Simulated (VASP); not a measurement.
# Li2MgSiTe4 (I-4) in VASP: settings compared, part 2 of 2

VASP 6.6.1. The steps go on from the part before.

## 5. Single point, r2SCAN

This run uses another cell than the first one, of 30.88 Å³/atom.

Contents of POSCAR:

```
Li2MgSiTe4
1.0
   -3.2159699195      3.2159699195      5.9721493890
    3.2159699195     -3.2159699195      5.9721493890
    3.2159699195      3.2159699195     -5.9721493890
Li Mg Si Te
2 1 1 4
Direct
    0.0000000000      0.0000000000      0.0000000000
    0.7500000000      0.2500000000      0.5000000000
    0.2500000000      0.7500000000      0.5000000000
    0.5000000000      0.5000000000      0.0000000000
    0.1477977590      0.6045858564      0.9924590126
    0.3954141436      0.3878731562      0.5432119026
    0.6121268438      0.1553387465      0.0075409874
    0.8446612535      0.8522022410      0.4567880974
```

Contents of INCAR.step1:

```
PREC = Accurate
ENCUT = 520
ISMEAR = 0
SIGMA = 0.01
LREAL = False
LASPH = True
NELM = 100
NBANDS = 28
GGA = PE
ALGO = Normal
EDIFF = 1E-4
LWAVE = True
LCHARG = False
```

Contents of INCAR.step2:

```
PREC = Accurate
ENCUT = 520
EDIFF = 1E-6
ISMEAR = 0
SIGMA = 0.01
LREAL = False
LASPH = True
NELM = 100
ALGO = Normal
ISIF = 2
LWAVE = False
LCHARG = True
METAGGA = R2SCAN
LMIXTAU = True
LELF = True
LVHAR = True
NBANDS = 28
ISTART = 1
```

Contents of KPOINTS:

```
regular mesh
0
Gamma
  6 6 6
```

Potentials or basis: VASP PAW PBE potentials, release 64 (Li_sv, Mg, Si, Te).

Launch:

```console
$ cat potpaw_PBE.64/Li_sv/POTCAR potpaw_PBE.64/Mg/POTCAR potpaw_PBE.64/Si/POTCAR potpaw_PBE.64/Te/POTCAR > POTCAR
$ cp INCAR.step1 INCAR
$ mpirun -np 1 vasp_std > vasp.out
$ cp INCAR.step2 INCAR
$ mpirun -np 1 vasp_std > vasp.out
```

OUTCAR:

```text
PREC = Accurate
   ENCUT = 520
   EDIFF = 1E-6
   ISMEAR = 0
   LREAL = False
   LASPH = True
   NELM = 100
   ISIF = 2
   METAGGA = R2SCAN
   ISTART = 1

 ion  position               nearest neighbor table
   1  0.000  0.000  0.000-   8 2.86   5 2.86   6 2.86   7 2.86
   2  0.750  0.250  0.500-   8 2.73   6 2.73   5 2.73   7 2.73
   3  0.250  0.750  0.500-   6 2.79   5 2.79   7 2.79   8 2.79
   4  0.500  0.500  0.000-   7 2.52   8 2.52   5 2.52   6 2.52
   5  0.148  0.605  0.992-   4 2.52   2 2.73   3 2.79   1 2.86
   6  0.395  0.388  0.543-   4 2.52   2 2.73   3 2.79   1 2.86
   7  0.612  0.155  0.008-   4 2.52   2 2.73   3 2.79   1 2.86
   8  0.845  0.852  0.457-   4 2.52   2 2.73   3 2.79   1 2.86

  LATTYP: Found a body centered tetragonal cell.
 ALAT       =     6.4319398390
 C/A-ratio  =     1.8570289954

  Lattice vectors:

 A1 = (  -3.2159699195,   3.2159699195,   5.9721493890)
 A2 = (   3.2159699195,  -3.2159699195,   5.9721493890)
 A3 = (   3.2159699195,   3.2159699195,  -5.9721493890)

[... 182 lines left out ...]
  free energy    TOTEN  =      -125.42384334 eV

  energy without entropy =     -125.42384334  energy(sigma->0) =     -125.42384334

 E-fermi :   2.3392     XC(G=0):  -8.2814

 val. band max:        2.1832470080   @ k =   0.0000   0.0000   0.0000
 cond. band min:       4.3269713492   @ k =   0.5000   0.5000   0.5000
 fundamental gap:      2.1437243412
 Fermi energy:         2.3391714041

 k-point     1 :       0.0000    0.0000    0.0000
  band No.  band energies     occupation
      1     -44.8215      2.00000
      2     -44.3646      2.00000
      3      -9.5429      2.00000
      4      -7.9231      2.00000
      5      -7.9231      2.00000
      6      -7.8401      2.00000
[... 733 lines left out ...]
     27       8.6666      0.00000
     28       8.9337      0.00000

 [... further k-points ...]
[... 5 lines left out ...]
  --------------------------------------------------------------------------------------
  -------------------------------------------------------------------------------------
  Total       -0.1074728     -0.1074728     -0.1243478     -0.0000005      0.0000000      0.0000000
  in kB       -0.6969389     -0.6969389     -0.8063692     -0.0000030      0.0000000      0.0000000
  external PRESSURE =      -0.7334157 kB  Pullay stress =       0.0000000 kB

 VOLUME and BASIS-vectors are now :
 -----------------------------------------------------------------------------
  energy-cutoff  :      520.00
  volume of cell :      247.07
      direct lattice vectors                 reciprocal lattice vectors
    -3.215969919  3.215969919  5.972149389     0.000000000  0.155474091  0.083721951
     3.215969919 -3.215969919  5.972149389     0.155474091  0.000000000  0.083721951
     3.215969919  3.215969919 -5.972149389     0.155474091  0.155474091  0.000000000

 POSITION                                       TOTAL-FORCE (eV/Angst)
 -----------------------------------------------------------------------------------
      0.00000      0.00000      0.00000         0.000000      0.000000      0.000000
      0.00000      3.21597      2.98607         0.000000      0.000000      0.000000
      3.21597      0.00000      2.98607         0.000000      0.000000      0.000000
      0.00000      0.00000      5.97215         0.000000      0.000000      0.000000
      4.66074      1.72270     -1.43377         0.011862     -0.002664     -0.006885
      1.72270      1.77120      1.43377        -0.002664     -0.011862      0.006885
     -1.44477      1.49327      4.53838        -0.011862      0.002664     -0.006885
      1.49327      1.44477      7.40592         0.002664      0.011862      0.006885
 -----------------------------------------------------------------------------------
    total drift:                                0.000000      0.000001     -0.000007

  FREE ENERGIE OF THE ION-ELECTRON SYSTEM (eV)
  ---------------------------------------------------
  free  energy   TOTEN  =      -125.4238433394 eV

  energy  without entropy=     -125.4238433394  energy(sigma->0) =     -125.42384334
```

Wall time 38 min (1 thread of Oxide Virtual Turin-like, shared host); peak memory 0.59 GiB.

Results:

| Item | Value |
| --- | --- |
| Free energy | -125.4238 eV |
| Largest force | 0.014 eV/Å |
| Band gap on the k mesh | 2.14 eV (least direct gap 2.19 eV) |

Forces in eV/Å, atoms in the order of the input:
```
Li   0.000  0.000  0.000
Li   0.000  0.000  0.000
Mg   0.000  0.000  0.000
Si   0.000  0.000  0.000
Te   0.012 -0.003 -0.007
Te  -0.003 -0.012  0.007
Te  -0.012  0.003 -0.007
Te   0.003  0.012  0.007
```

Levels at points of the mesh, in eV from the valence-band top:
| k point | band 14 | band 15 | band 16 | band 17 | band 18 | band 19 | band 20 | band 21 | band 22 | band 23 |
| --- | --- | --- | --- | --- | --- | --- | --- | --- | --- | --- |
| (0.00, 0.00, 0.00) | -1.03 | -1.03 | -0.12 | -0.12 | 0.00 | 2.61 | 2.66 | 4.22 | 4.39 | 4.39 |
| (0.50, 0.00, 0.00) | -1.02 | -0.98 | -0.64 | -0.58 | -0.21 | 2.87 | 3.79 | 4.01 | 4.61 | 5.13 |
| (0.50, 0.50, 0.00) | -0.78 | -0.62 | -0.61 | -0.29 | -0.04 | 2.15 | 3.85 | 3.88 | 4.22 | 5.00 |
| (0.50, 0.50, 0.50) | -0.90 | -0.84 | -0.84 | -0.57 | -0.57 | 2.14 | 3.16 | 3.16 | 3.77 | 4.40 |

Caveat: the cutoff is under 1.25 times the usual one of these potentials, so pressure, stress and relaxed cells hold a basis-set (Pulay) error; the PAW data sets were made with another functional, which shifts forces and pressure a little; spin-orbit coupling is left out, which moves the levels of the heavy elements. A k mesh can miss the band edges.

## 6. Overview

| level | cell | gap on the mesh (eV) | largest force (eV/Å) |
| --- | --- | --- | --- |
| PBE | a = 7.626 Å, angles 129.4, 129.4, 74.3°, 8 atoms, atomic positions A | 1.67 | 0.13 |
| PBE | a = 7.700 Å, angles 129.4, 129.4, 74.3°, 8 atoms, atomic positions A | 1.60 | 0.25 |
| r2SCAN | a = 7.354 Å, angles 129.3, 129.3, 74.6°, 8 atoms, atomic positions B | 2.23 | 0.38 |
| r2SCAN | a = 7.507 Å, angles 129.3, 129.3, 74.6°, 8 atoms, atomic positions B | 2.14 | 0.01 |

Alike in all rows: task single point; potentials or basis VASP PAW PBE potentials, release 64 (Li_sv, Mg, Si, Te); no spin polarisation; k mesh 6 × 6 × 6; cutoff (eV) 520; smearing gaussian 0.01 eV.

Caveats: the cutoff is under 1.25 times the usual one of these potentials, so pressure, stress and relaxed cells hold a basis-set (Pulay) error; spin-orbit coupling is left out, which moves the levels of the heavy elements; the PAW data sets were made with another functional, which shifts forces and pressure a little (at least some runs).

Absolute energies hang on the potentials; compare differences alone.
